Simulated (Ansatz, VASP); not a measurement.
**One calculation of GaSb, two programs**

```
Ga Sb
1.0
     0.00000    3.10711    3.10711
     3.10711    0.00000    3.10711
     3.10711    3.10711    0.00000
Ga Sb
1 1
Direct
  0.00000 0.00000 0.00000
  0.25000 0.25000 0.25000
```

Alike in both runs: functional r2SCAN; k mesh 10 × 10 × 10; occupations fermi-dirac, width 0.1 eV; no spin polarisation.

Ansatz relaxed the structure, and its values are those at the end. VASP's run is a single point on that final structure, the one shown.

|  | VASP | Ansatz |
| --- | --- | --- |
| version | VASP 6.6.1 | Ansatz 0.2.0 |
| potentials or method | VASP PAW PBE potentials, release 64 (Ga_d, Sb), cutoff 520 eV | PAW plane waves |
| valence electrons in the cell | 18 | 28 |

VASP gave:

```
pressure (GPa) : -1.8
```

Question: Estimate Ansatz's values.

Answer: Pressure (GPa): -1.9.

VASP's potentials were made for PBE, not for r2SCAN. VASP's potentials hold 18 valence electrons a cell and Ansatz's 28, so a difference there can come from the potentials and not from the codes. Ansatz's warnings: stress scf threshold loose.

Spin-orbit coupling is off throughout.
